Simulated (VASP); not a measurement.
# SrZn2N2 (I4/mcm) in VASP: single point with PBEsol

Aim: the single point of SrZn2N2 with PBEsol.

All numbers are computed with VASP 6.6.1; they aren't measurements. Logs are shortened: lines on timing, memory, paths and dates and some standing lists are left out, and cuts for length are marked.

## 1. The cell of the first run

The structure is tetragonal, space group I4/mcm (No. 140). Conventional cell: a = 6.523 Å, b = 6.523 Å, c = 7.198 Å, α = 90.00°, β = 90.00°, γ = 90.00°. Sr (site symmetry 422) has 8 N at 3.03 Å and 8 Zn at 3.12 Å and 2 Sr at 3.60 Å within 4.0 Å. Within 2.5 Å of Zn (site symmetry m2m) lie 3 N at 1.86 to 1.96 Å and 1 Zn at 2.45 Å. Within 2.5 Å of N (site symmetry m2m) lie 3 Zn at 1.86 to 1.96 Å.

## 2. Single point, PBEsol

INCAR

```
PREC = Accurate
ENCUT = 520
EDIFF = 1E-7
ISMEAR = 0
SIGMA = 0.01
LREAL = F
LASPH = T
NELM = 60
ALGO = Normal
ISIF = 2
LWAVE = F
LCHARG = F
GGA = PS
NBANDS = 55
```

KPOINTS

```
regular mesh
0
Gamma
  8 8 8
```

POSCAR

```
SrZn2N2
1.0
   -3.2616171041      3.2616171041      3.5988925898
    3.2616171041     -3.2616171041      3.5988925898
    3.2616171041      3.2616171041     -3.5988925898
Sr Zn N
2 4 4
Direct
    0.2500000000      0.2500000000      0.0000000000
    0.7500000000      0.7500000000      0.0000000000
    0.8674604054      0.3674604054      0.2349208108
    0.1325395946      0.6325395946      0.7650791892
    0.3674604054      0.1325395946      0.5000000000
    0.6325395946      0.8674604054      0.5000000000
    0.3342186218      0.8342186218      0.1684372436
    0.6657813782      0.1657813782      0.8315627564
    0.8342186218      0.6657813782      0.5000000000
    0.1657813782      0.3342186218      0.5000000000
```

Potentials or basis: VASP PAW PBE potentials, release 64 (Sr_sv, Zn, N).

The run is started by

```bash
$ cat potpaw_PBE.64/Sr_sv/POTCAR potpaw_PBE.64/Zn/POTCAR potpaw_PBE.64/N/POTCAR > POTCAR
$ mpirun -np 1 vasp_std > vasp.out
```

OUTCAR:

```text
PREC = Accurate
   ENCUT = 520
   EDIFF = 1E-7
   ISMEAR = 0
   LREAL = F
   LASPH = T
   NELM = 60
   ISIF = 2
   GGA = PS

 ion  position               nearest neighbor table
   1  0.250  0.250  0.000-   7 3.03   8 3.03  10 3.03  10 3.03   9 3.03   9 3.03   7 3.03   8 3.03
                             3 3.12   4 3.12   5 3.12   6 3.12   5 3.12   6 3.12   4 3.12   3 3.12
   2  0.750  0.750  0.000-   7 3.03   8 3.03   9 3.03   9 3.03  10 3.03  10 3.03   7 3.03   8 3.03
                             3 3.12   4 3.12   6 3.12   5 3.12   5 3.12   6 3.12   4 3.12   3 3.12
   3  0.867  0.367  0.235-   8 1.86   9 1.96  10 1.96   4 2.45   2 3.12   1 3.12   2 3.12   1 3.12

   4  0.133  0.633  0.765-   7 1.86   9 1.96  10 1.96   3 2.45   1 3.12   2 3.12   2 3.12   1 3.12

   5  0.367  0.133  0.500-  10 1.86   8 1.96   7 1.96   6 2.45   2 3.12   1 3.12   1 3.12   2 3.12

   6  0.633  0.867  0.500-   9 1.86   8 1.96   7 1.96   5 2.45   1 3.12   2 3.12   2 3.12   1 3.12

   7  0.334  0.834  0.168-   4 1.86   5 1.96   6 1.96   1 3.03   2 3.03   2 3.03   1 3.03
   8  0.666  0.166  0.832-   3 1.86   5 1.96   6 1.96   2 3.03   1 3.03   2 3.03   1 3.03
   9  0.834  0.666  0.500-   6 1.86   4 1.96   3 1.96   2 3.03   1 3.03   2 3.03   1 3.03
  10  0.166  0.334  0.500-   5 1.86   4 1.96   3 1.96   1 3.03   2 3.03   1 3.03   2 3.03

  LATTYP: Found a body centered tetragonal cell.
 ALAT       =     6.5232342082
 C/A-ratio  =     1.1034074433

  Lattice vectors:

 A1 = (  -3.2616171041,   3.2616171041,   3.5988925898)
 A2 = (   3.2616171041,  -3.2616171041,   3.5988925898)
 A3 = (   3.2616171041,   3.2616171041,  -3.5988925898)

Analysis of symmetry for initial positions (statically):
=====================================================================
 Subroutine PRICEL returns:
 Original cell was already a primitive cell.

 Routine SETGRP: Setting up the symmetry group for a
 body centered tetragonal supercell.

 Subroutine GETGRP returns: Found 16 space group operations
 (whereof  8 operations were pure point group operations)
 out of a pool of 16 trial point group operations.

The static configuration has the point symmetry C_4h.
 The point group associated with its full space group is D_4h.

Analysis of symmetry for dynamics (positions and initial velocities):
=====================================================================
 Subroutine PRICEL returns:
 Original cell was already a primitive cell.

 Routine SETGRP: Setting up the symmetry group for a
 body centered tetragonal supercell.

 Subroutine GETGRP returns: Found 16 space group operations
 (whereof  8 operations were pure point group operations)
 out of a pool of 16 trial point group operations.

The dynamic configuration has the point symmetry C_4h.
 The point group associated with its full space group is D_4h.

 Subroutine INISYM returns: Found 16 space group operations
 (whereof  8 operations are pure point group operations),
 and found     1 'primitive' translations

----------------------------------------------------------------------------------------

                                     Primitive cell

  volume of cell :     153.1422

  direct lattice vectors                    reciprocal lattice vectors
    -3.261617104  3.261617104  3.598892590     0.000000000  0.153298190  0.138931626
     3.261617104 -3.261617104  3.598892590     0.153298190  0.000000000  0.138931626
     3.261617104  3.261617104 -3.598892590     0.153298190  0.153298190  0.000000000

  length of vectors
     5.850497427  5.850497427  5.850497427     0.206887245  0.206887245  0.216796380

  position of ions in fractional coordinates (direct lattice)
     0.250000000  0.250000000  0.000000000
     0.750000000  0.750000000  0.000000000
     0.867460405  0.367460405  0.234920811
     0.132539595  0.632539595  0.765079189
     0.367460405  0.132539595  0.500000000
     0.632539595  0.867460405  0.500000000
     0.334218622  0.834218622  0.168437244
     0.665781378  0.165781378  0.831562756
     0.834218622  0.665781378  0.500000000
     0.165781378  0.334218622  0.500000000

  ion indices of the primitive-cell ions
   primitive index   ion index
                 1           1
                 2           2
                 3           3
                 4           4
                 5           5
                 6           6
                 7           7
                 8           8
                 9           9
                10          10

----------------------------------------------------------------------------------------

 KPOINTS: regular mesh

Automatic generation of k-mesh.
 Grid dimensions read from file:
 generate k-points for:    8    8    8

 Generating k-lattice:

  Cartesian coordinates                     Fractional coordinates (reciprocal lattice)
     0.000000000  0.019162274  0.017366453     0.125000000  0.000000000  0.000000000
     0.019162274  0.000000000  0.017366453     0.000000000  0.125000000  0.000000000
     0.019162274  0.019162274  0.000000000     0.000000000  0.000000000  0.125000000

  Length of vectors
     0.025860906  0.025860906  0.027099548

  Shift w.r.t. Gamma in fractional coordinates (k-lattice)
     0.000000000  0.000000000  0.000000000

 Subroutine IBZKPT returns following result:
 ===========================================

 Found     59 irreducible k-points:

 Following reciprocal coordinates:
            Coordinates               Weight
  0.000000  0.000000  0.000000      1.000000
  0.125000  0.000000  0.000000      8.000000
  0.250000  0.000000  0.000000      8.000000
  0.375000  0.000000 -0.000000      8.000000
  0.500000  0.000000  0.000000      4.000000
  0.125000  0.125000  0.000000      8.000000
[... 16 lines left out ...]
  0.250000  0.125000  0.125000     16.000000
  0.375000  0.125000  0.125000      8.000000
 [... further k-points ...]
   k-points           NKPTS =     59   k-points in BZ     NKDIM =     59   number of bands    NBANDS=     55
   number of dos      NEDOS =    301   number of ions     NIONS =     10
   total plane-waves  NPLWV = 110592
   dimension x,y,z NGX =    48 NGY =   48 NGZ =   48
   dimension x,y,z NGXF=    96 NGYF=   96 NGZF=   96
   ions per type =               2   4   4
   NGX,Y,Z   is equivalent  to a cutoff of  13.64, 13.64, 13.64 a.u.
   NGXF,Y,Z  is equivalent  to a cutoff of  27.28, 27.28, 27.28 a.u.
 SYSTEM =  unknown system
   PREC   = accura    normal or accurate (medium, high low for compatibility)
   ISTART =      0    job   : 0-new  1-cont  2-samecut
   ICHARG =      2    charge: 1-file 2-atom 10-const
   ISPIN  =      1    spin polarized calculation?
   LNONCOLLINEAR =      F non collinear calculations
   LSORBIT =      F    spin-orbit coupling
   LASPH  =      T    aspherical Exc in radial PAW
   ENCUT  =  520.0 eV  38.22 Ry    6.18 a.u.  10.88 10.88 10.88*2*pi/ulx,y,z
   NELM   =     60;   NELMIN=  2; NELMDL= -5     # of ELM steps
   EDIFF  = 0.1E-06   stopping-criterion for ELM
   LREAL  =      F    real-space projection
   EDIFFG = 0.1E-05   stopping-criterion for IOM
   NSW    =      0    number of steps for IOM
   IBRION =     -1    ionic relax: 0-MD 1-quasi-New 2-CG
   NFREE  =      0    steps in history (QN), initial steepest desc. (CG)
   ISIF   =      2    stress and relaxation
   ISYM   =      2    0-nonsym 1-usesym 2-fastsym
   POTIM  = 0.5000    time-step for ionic-motion
   TEBEG  =    0.0;   TEEND  =   0.0 temperature during run
   PSTRESS=    0.0 pullay stress
   NELECT =      88.0000    total number of electrons
   NUPDOWN=      -1.0000    fix difference up-down
   EMIN   =  10.00;   EMAX   =-10.00  energy-range for DOS
   EFERMI =   0.00;   METHOD = LEGACY
   ISMEAR =     0;   SIGMA  =   0.01  broadening in eV -4-tet -1-fermi 0-gaus
   EFERMI_NEDOS =   21; number of points for ismear=-14 and -15
   IALGO  =     38    algorithm
   IMIX   =      4    mixing-type and parameters
     AMIX     =   0.40;   BMIX     =  1.00
     AMIX_MAG =   1.60;   BMIX_MAG =  1.00
  volume/ion in A,a.u.               =      15.31       103.35
  Fermi-wavevector in a.u.,A,eV,Ry     =   1.361040  2.571992 25.203826  1.852429
  Thomas-Fermi vector in A             =   2.487650
   LORBIT       =      0    0 simple, 1 ext, 2 COOP (PROOUT), +10 PAW based schemes
   GGA     = PS    functional components
   LHFCALC =     F    Hartree Fock is set to
   AEXX    =    0.0000 exact exchange contribution
   IVDW    =     0    specifies the selected vdW correction
   LEPSILON=     F    determine dielectric tensor
   LRPA    =     F    only Hartree local field effects (RPA)
 non-spin polarized calculation
 Gauss-broadening in eV      SIGMA  =   0.01
  energy-cutoff  :      520.00
  volume of cell :      153.14
 maximum number of plane-waves:      4146
 NGX is ok and might be reduce to    48
   NGX = 21   NGY = 21   NGZ = 21

 number of electron      88.0000006 magnetization

 Free energy of the ion-electron system (eV)
  ---------------------------------------------------
  ext. energy  EPLUGINS =         0.00000000
  ---------------------------------------------------
  free energy    TOTEN  =       -46.42504666 eV

  energy without entropy =      -46.42504666  energy(sigma->0) =      -46.42504666

 E-fermi :   2.8568     XC(G=0): -10.6477

 val. band max:        2.7693549936   @ k =   0.0000   0.0000   0.0000
 cond. band min:       3.2758326239   @ k =   0.0000   0.0000   0.0000
 fundamental gap:      0.5064776303
 Fermi energy:         2.8568436121

 k-point     1 :       0.0000    0.0000    0.0000
  band No.  band energies     occupation
      1     -32.3007      2.00000
      2     -32.2508      2.00000
      3     -14.7734      2.00000
      4     -14.3535      2.00000
      5     -14.3535      2.00000
      6     -14.3167      2.00000
[... 47 lines left out ...]
     54       8.0294      0.00000
[... 1333 lines left out ...]
     54       7.6552      0.00000
     55       8.2832      0.00000

 [... further k-points ...]

------------------------ aborting loop because EDIFF is reached ----------------------------------------

  FORCE on cell =-STRESS in cart. coord.  units (eV):
  Direction    XX          YY          ZZ          XY          YZ          ZX
  --------------------------------------------------------------------------------------
  -------------------------------------------------------------------------------------
  Total        0.8464412      0.8464412      0.2144586      0.0000000     -0.0000000      0.0000000
  in kB        8.8554890      8.8554890      2.2436708      0.0000000     -0.0000000      0.0000000
  external PRESSURE =       6.6515496 kB  Pullay stress =       0.0000000 kB

 VOLUME and BASIS-vectors are now :
 -----------------------------------------------------------------------------
  energy-cutoff  :      520.00
  volume of cell :      153.14
      direct lattice vectors                 reciprocal lattice vectors
    -3.261617104  3.261617104  3.598892590     0.000000000  0.153298190  0.138931626
     3.261617104 -3.261617104  3.598892590     0.153298190  0.000000000  0.138931626
     3.261617104  3.261617104 -3.598892590     0.153298190  0.153298190  0.000000000

 POSITION                                       TOTAL-FORCE (eV/Angst)
 -----------------------------------------------------------------------------------
      0.00000      0.00000      1.79945         0.000000      0.000000      0.000000
      0.00000      0.00000      5.39834         0.000000     -0.000000      0.000000
     -0.86459      2.39703      3.59889         0.000962      0.000962      0.000000
      4.12620      0.86459     -0.00000        -0.000962     -0.000962     -0.000000
      0.86459      2.39703      0.00000        -0.000962      0.000962     -0.000000
      2.39703      0.86459      3.59889         0.000962     -0.000962      0.000000
      2.18019     -1.08143      3.59889        -0.004564     -0.004564      0.000000
      1.08143      4.34305      0.00000         0.004564      0.004564     -0.000000
      1.08143      2.18019      3.59889         0.004564     -0.004564      0.000000
      2.18019      1.08143      0.00000        -0.004564      0.004564      0.000000
 -----------------------------------------------------------------------------------
    total drift:                                0.000000     -0.000000      0.000000

  FREE ENERGIE OF THE ION-ELECTRON SYSTEM (eV)
  ---------------------------------------------------
  free  energy   TOTEN  =       -46.4250466601 eV

  energy  without entropy=      -46.4250466601  energy(sigma->0) =      -46.42504666
```

It took 24 min on 1 thread of Intel Xeon 8259CL, shared host; peak memory 0.59 GiB.

What came out:

```
Free energy            : -46.4250 eV
Pressure               : 0.7 GPa
Largest force          : 0.006 eV/Å
Band gap on the k mesh : 0.51 eV
```

Forces on the atoms (eV/Å):
```
Sr   0.000  0.000  0.000
Sr   0.000  0.000  0.000
Zn   0.001  0.001  0.000
Zn  -0.001 -0.001  0.000
Zn  -0.001  0.001  0.000
Zn   0.001 -0.001  0.000
N   -0.005 -0.005  0.000
N    0.005  0.005  0.000
N    0.005 -0.005  0.000
N   -0.005  0.005  0.000
```

Levels at points of the mesh, in eV from the valence-band top:
| k point | band 42 | band 43 | band 44 | band 45 | band 46 | band 47 |
| --- | --- | --- | --- | --- | --- | --- |
| (0.00, 0.00, 0.00) | -1.09 | 0.00 | 0.00 | 0.51 | 1.91 | 2.70 |
| (0.50, 0.00, 0.00) | -1.10 | -0.96 | -0.96 | 2.66 | 2.66 | 3.17 |
| (0.50, 0.50, 0.00) | -1.37 | -1.11 | -0.67 | 2.06 | 2.79 | 3.44 |
| (0.50, 0.50, 0.50) | -0.73 | -0.17 | -0.17 | 3.04 | 3.15 | 3.25 |

Caveat: semilocal functionals underestimate gaps, and a narrow one can read as zero; the PAW data sets were made with another functional, which shifts forces and pressure a little.
